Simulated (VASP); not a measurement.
# Pd (Fd-3m) in VASP: further runs

The runs below take Pd through single point, with BLYP.

Program: VASP 6.6.1. These are calculated values, not measurements. Logs are shortened: lines on timing, memory, paths and dates and some standing lists are left out, and cuts for length are marked.

## Step 1: The cell of the first run

The structure is cubic, space group Fd-3m (No. 227). The conventional cell has a = 6.083 Å, b = 6.083 Å, c = 6.083 Å, α = 90.00°, β = 90.00°, γ = 90.00°. Pd (site symmetry -43m) has 4 Pd at 2.63 Å within 3.5 Å.

## Step 2: Single point, BLYP, collinear spin, ferromagnetic start (volume scaled by 1.08)

Input file INCAR:

```
SYSTEM = Pd
PREC     = Accurate       ! precision mode
ENCUT    = 520            ! plane-wave cutoff, eV
EDIFF    = 1E-6           ! SCF threshold, eV
ISMEAR   = -1             ! smearing method
SIGMA    = 0.05           ! smearing width, eV
LREAL    = .FALSE.        ! projectors in reciprocal space
LASPH    = .TRUE.         ! aspherical terms in the spheres
NELM     = 150            ! most SCF steps
ALGO     = Normal         ! electronic algorithm
ISIF     = 2              ! what is computed and relaxed
LWAVE    = .FALSE.        ! write WAVECAR
LCHARG   = .FALSE.        ! write CHGCAR
ISPIN    = 2              ! spin polarisation
MAGMOM   = -0.424 -0.424  ! initial moments
LORBIT   = 11             ! projections on sites
LMAXMIX  = 4              ! l up to which the mixer works
GGA      = B5             ! functional
ALDAX    = 1.0          
AGGAX    = 1.0          
AGGAC    = 1.0          
ALDAC    = 0.0          
NBANDS   = 21             ! bands
```

Input file KPOINTS:

```
Automatic mesh
0
G
  10 10 10
  0 0 0
```

Input file POSCAR:

```
Pd
1.0
    0.0000000000      3.0416224599      3.0416224599
    3.0416224599      0.0000000000      3.0416224599
    3.0416224599      3.0416224599      0.0000000000
Pd
2
Direct
    0.1250000000      0.1250000000      0.1250000000
    0.8750000000      0.8750000000      0.8750000000
```

Potentials or basis: VASP PAW PBE potentials, release 64 (Pd).

Command:

```sh
$ cat potpaw_PBE.64/Pd/POTCAR > POTCAR
$ mpirun -np 1 vasp_std > vasp.out
```

OUTCAR:

```text
SYSTEM = Pd
   PREC = Accurate
   ENCUT = 520
   EDIFF = 1E-6
   ISMEAR = -1
   LREAL = .FALSE.
   LASPH = .TRUE.
   NELM = 150
   ISIF = 2
   ISPIN = 2
   LORBIT = 11
   GGA = B5

 ion  position               nearest neighbor table
   1  0.125  0.125  0.125-   2 2.63   2 2.63   2 2.63   2 2.63
   2  0.875  0.875  0.875-   1 2.63   1 2.63   1 2.63   1 2.63

  LATTYP: Found a face centered cubic cell.
 ALAT       =     6.0832449198

  Lattice vectors:

 A1 = (   0.0000000000,   3.0416224599,   3.0416224599)
 A2 = (   3.0416224599,   0.0000000000,   3.0416224599)
 A3 = (   3.0416224599,   3.0416224599,   0.0000000000)

Analysis of symmetry for initial positions (statically):
[... 6 lines left out ...]

 Subroutine GETGRP returns: Found 48 space group operations
 (whereof 12 operations were pure point group operations)
 out of a pool of 48 trial point group operations.

The static configuration has the point symmetry D_3d.
 The point group associated with its full space group is O_h .

Analysis of symmetry for dynamics (positions and initial velocities):
[... 6 lines left out ...]

 Subroutine GETGRP returns: Found 48 space group operations
 (whereof 12 operations were pure point group operations)
 out of a pool of 48 trial point group operations.

The dynamic configuration has the point symmetry D_3d.
 The point group associated with its full space group is O_h .

Analysis of structural, dynamic, and magnetic symmetry:
=====================================================================
 Subroutine PRICEL returns:
 Original cell was already a primitive cell.

 Routine SETGRP: Setting up the symmetry group for a
 face centered cubic supercell.

 Subroutine GETGRP returns: Found 48 space group operations
 (whereof 12 operations were pure point group operations)
 out of a pool of 48 trial point group operations.

The overall configuration has the point symmetry D_3d.
 The point group associated with its full space group is O_h .

 Subroutine INISYM returns: Found 48 space group operations
 (whereof 12 operations are pure point group operations),
 and found     1 'primitive' translations

----------------------------------------------------------------------------------------

                                     Primitive cell

  volume of cell :      56.2789

  direct lattice vectors                    reciprocal lattice vectors
     0.000000000  3.041622460  3.041622460    -0.164385951  0.164385951  0.164385951
     3.041622460  0.000000000  3.041622460     0.164385951 -0.164385951  0.164385951
     3.041622460  3.041622460  0.000000000     0.164385951  0.164385951 -0.164385951

  length of vectors
     4.301503734  4.301503734  4.301503734     0.284724819  0.284724819  0.284724819

  position of ions in fractional coordinates (direct lattice)
     0.125000000  0.125000000  0.125000000
     0.875000000  0.875000000  0.875000000

  ion indices of the primitive-cell ions
   primitive index   ion index
                 1           1
                 2           2

----------------------------------------------------------------------------------------

 KPOINTS: Automatic mesh

Automatic generation of k-mesh.
 Grid dimensions read from file:
 generate k-points for:   10   10   10

 Generating k-lattice:

  Cartesian coordinates                     Fractional coordinates (reciprocal lattice)
    -0.016438595  0.016438595  0.016438595     0.100000000  0.000000000  0.000000000
     0.016438595 -0.016438595  0.016438595     0.000000000  0.100000000  0.000000000
     0.016438595  0.016438595 -0.016438595     0.000000000  0.000000000  0.100000000

  Length of vectors
     0.028472482  0.028472482  0.028472482

  Shift w.r.t. Gamma in fractional coordinates (k-lattice)
     0.000000000  0.000000000  0.000000000

 Subroutine IBZKPT returns following result:
 ===========================================

 Found     47 irreducible k-points:

 Following reciprocal coordinates:
            Coordinates               Weight
  0.000000  0.000000  0.000000      1.000000
  0.100000  0.000000  0.000000      8.000000
  0.200000  0.000000  0.000000      8.000000
  0.300000  0.000000  0.000000      8.000000
  0.400000  0.000000  0.000000      8.000000
  0.500000  0.000000  0.000000      4.000000
[... 16 lines left out ...]
  0.300000  0.300000  0.000000      6.000000
  0.400000  0.300000  0.000000     24.000000
 [... further k-points ...]
   k-points           NKPTS =     47   k-points in BZ     NKDIM =     47   number of bands    NBANDS=     21
   number of dos      NEDOS =    301   number of ions     NIONS =      2
   total plane-waves  NPLWV =  32768
   dimension x,y,z NGX =    32 NGY =   32 NGZ =   32
   dimension x,y,z NGXF=    64 NGYF=   64 NGZF=   64
   ions per type =               2
   NGX,Y,Z   is equivalent  to a cutoff of  12.37, 12.37, 12.37 a.u.
   NGXF,Y,Z  is equivalent  to a cutoff of  24.73, 24.73, 24.73 a.u.
 SYSTEM =  Pd
   PREC   = accura    normal or accurate (medium, high low for compatibility)
   ISTART =      0    job   : 0-new  1-cont  2-samecut
   ICHARG =      2    charge: 1-file 2-atom 10-const
   ISPIN  =      2    spin polarized calculation?
   LNONCOLLINEAR =      F non collinear calculations
   LSORBIT =      F    spin-orbit coupling
   LASPH  =      T    aspherical Exc in radial PAW
   ENCUT  =  520.0 eV  38.22 Ry    6.18 a.u.   8.00  8.00  8.00*2*pi/ulx,y,z
   NELM   =    150;   NELMIN=  2; NELMDL= -5     # of ELM steps
   EDIFF  = 0.1E-05   stopping-criterion for ELM
   LREAL  =      F    real-space projection
   EDIFFG = 0.1E-04   stopping-criterion for IOM
   NSW    =      0    number of steps for IOM
   IBRION =     -1    ionic relax: 0-MD 1-quasi-New 2-CG
   NFREE  =      0    steps in history (QN), initial steepest desc. (CG)
   ISIF   =      2    stress and relaxation
   ISYM   =      2    0-nonsym 1-usesym 2-fastsym
   POTIM  = 0.5000    time-step for ionic-motion
   TEBEG  =    0.0;   TEEND  =   0.0 temperature during run
   PSTRESS=    0.0 pullay stress
   NELECT =      20.0000    total number of electrons
   NUPDOWN=      -1.0000    fix difference up-down
   EMIN   =  10.00;   EMAX   =-10.00  energy-range for DOS
   EFERMI =   0.00;   METHOD = LEGACY
   ISMEAR =    -1;   SIGMA  =   0.05  broadening in eV -4-tet -1-fermi 0-gaus
   EFERMI_NEDOS =   21; number of points for ismear=-14 and -15
   IALGO  =     38    algorithm
   IMIX   =      4    mixing-type and parameters
     AMIX     =   0.40;   BMIX     =  1.00
     AMIX_MAG =   1.60;   BMIX_MAG =  1.00
  volume/ion in A,a.u.               =      28.14       189.89
  Fermi-wavevector in a.u.,A,eV,Ry     =   1.159586  2.191299 18.294925  1.344639
  Thomas-Fermi vector in A             =   2.296177
   LORBIT       =     11    0 simple, 1 ext, 2 COOP (PROOUT), +10 PAW based schemes
   GGA     = B5    functional components
   LHFCALC =     F    Hartree Fock is set to
   AEXX    =    0.0000 exact exchange contribution
   IVDW    =     0    specifies the selected vdW correction
   LEPSILON=     F    determine dielectric tensor
   LRPA    =     F    only Hartree local field effects (RPA)
 spin polarized calculation
  energy-cutoff  :      520.00
  volume of cell :       56.28
 maximum number of plane-waves:      1528
   NGX = 15   NGY = 15   NGZ = 15

 number of electron      20.0000004 magnetization      -0.8583269

 Free energy of the ion-electron system (eV)
  ---------------------------------------------------
  ext. energy  EPLUGINS =         0.00000000
  ---------------------------------------------------
  free energy    TOTEN  =        -7.19687532 eV

  energy without entropy =       -7.15291354  energy(sigma->0) =       -7.17489443

 E-fermi :   3.0502     XC(G=0):  -8.6824

 val. band max:        3.0478679330   @ k =  -0.3000   0.3000   0.1000
 cond. band min:       3.0515859206   @ k =   0.5000   0.2000   0.0000
 fundamental gap:      0.0037179876
 Fermi energy:         3.0502256841

 spin component 1

 k-point     1 :       0.0000    0.0000    0.0000
  band No.  band energies     occupation
      1      -0.7042      1.00000
      2       0.4543      1.00000
      3       0.4543      1.00000
      4       0.5460      1.00000
      5       0.5460      1.00000
      6       0.5460      1.00000
[... 13 lines left out ...]
     20      16.6632      0.00000
     21      16.6632      0.00000

 k-point     2 :       0.1000    0.0000    0.0000
  band No.  band energies     occupation
      1      -0.5805      1.00000
      2       0.3755      1.00000
      3       0.3755      1.00000
      4       0.5480      1.00000
      5       0.6554      1.00000
      6       0.6554      1.00000
[... 13 lines left out ...]
     20      16.5109      0.00000
     21      16.5109      0.00000
[... 487 lines left out ...]
      5       0.9549      1.00000
      6       1.0607      1.00000
[... 13 lines left out ...]
     20      19.8550      0.00000
     21      20.2744      0.00000

 k-point    24 :       0.4000    0.3000    0.0000
  band No.  band energies     occupation
      1       0.0697      1.00000
      2       0.4523      1.00000
      3       0.4892      1.00000
      4       0.7668      1.00000
      5       1.0956      1.00000
      6       1.1657      1.00000
[... 13 lines left out ...]
     20      20.6321      0.00000
     21      21.5863      0.00000

 [... further k-points ...]

 spin component 2

 k-point     1 :       0.0000    0.0000    0.0000
  band No.  band energies     occupation
      1      -0.7507      1.00000
      2       0.2189      1.00000
      3       0.2189      1.00000
      4       0.2745      1.00000
      5       0.2745      1.00000
      6       0.2745      1.00000
[... 13 lines left out ...]
     20      16.6304      0.00000
     21      16.6304      0.00000

 k-point     2 :       0.1000    0.0000    0.0000
  band No.  band energies     occupation
      1      -0.6281      1.00000
      2       0.1264      1.00000
      3       0.1264      1.00000
      4       0.2764      1.00000
      5       0.3966      1.00000
      6       0.3966      1.00000
[... 13 lines left out ...]
     20      16.4791      0.00000
     21      16.4791      0.00000
[... 487 lines left out ...]
      5       0.7097      1.00000
      6       0.8449      1.00000
[... 13 lines left out ...]
     20      19.8005      0.00000
     21      20.2206      0.00000

 k-point    24 :       0.4000    0.3000    0.0000
  band No.  band energies     occupation
      1      -0.1748      1.00000
      2       0.1798      1.00000
      3       0.2081      1.00000
      4       0.5401      1.00000
      5       0.8477      1.00000
      6       1.0216      1.00000
[... 13 lines left out ...]
     20      20.5957      0.00000
     21      21.5249      0.00000

 [... further k-points ...]
[... 5 lines left out ...]
  --------------------------------------------------------------------------------------
  -------------------------------------------------------------------------------------
  Total       -1.1979273     -1.1979273     -1.1979273      0.0000000      0.0000000      0.0000000
  in kB      -34.1031989    -34.1031989    -34.1031989      0.0000000      0.0000000      0.0000000
  external PRESSURE =     -34.1031989 kB  Pullay stress =       0.0000000 kB

 VOLUME and BASIS-vectors are now :
 -----------------------------------------------------------------------------
  energy-cutoff  :      520.00
  volume of cell :       56.28
      direct lattice vectors                 reciprocal lattice vectors
     0.000000000  3.041622460  3.041622460    -0.164385951  0.164385951  0.164385951
     3.041622460  0.000000000  3.041622460     0.164385951 -0.164385951  0.164385951
     3.041622460  3.041622460  0.000000000     0.164385951  0.164385951 -0.164385951

 POSITION                                       TOTAL-FORCE (eV/Angst)
 -----------------------------------------------------------------------------------
      0.76041      0.76041      0.76041        -0.000000      0.000000     -0.000000
      5.32284      5.32284      5.32284         0.000000     -0.000000      0.000000
 -----------------------------------------------------------------------------------
    total drift:                               -0.000000     -0.000000     -0.000000

  FREE ENERGIE OF THE ION-ELECTRON SYSTEM (eV)
  ---------------------------------------------------
  free  energy   TOTEN  =        -7.1968753233 eV

  energy  without entropy=       -7.1529135403  energy(sigma->0) =       -7.17489443

 total charge

# of ion       s       p       d       tot
------------------------------------------
    1        0.427   0.206   8.525   9.159
    2        0.427   0.206   8.525   9.159
--------------------------------------------------
tot          0.854   0.413  17.051  18.318

 magnetization (x)

# of ion       s       p       d       tot
------------------------------------------
    1        0.004   0.001  -0.425  -0.421
    2        0.004   0.001  -0.425  -0.421
--------------------------------------------------
tot          0.007   0.001  -0.851  -0.843
```

Wall time 46 s (1 thread of Intel Xeon 6975P-C (Granite Rapids), shared host); peak memory 0.24 GiB.

Results:

* Free energy: -7.1969 eV
* Pressure: -3.4 GPa
* Net moment: -0.86 μB per cell
* Site moments: Pd -0.42 μB
* Valence electrons inside the program's atomic spheres: Pd 9.16

Caveat: the PAW data sets were made with another functional, which shifts forces and pressure a little.

[end of part 1 of 2]
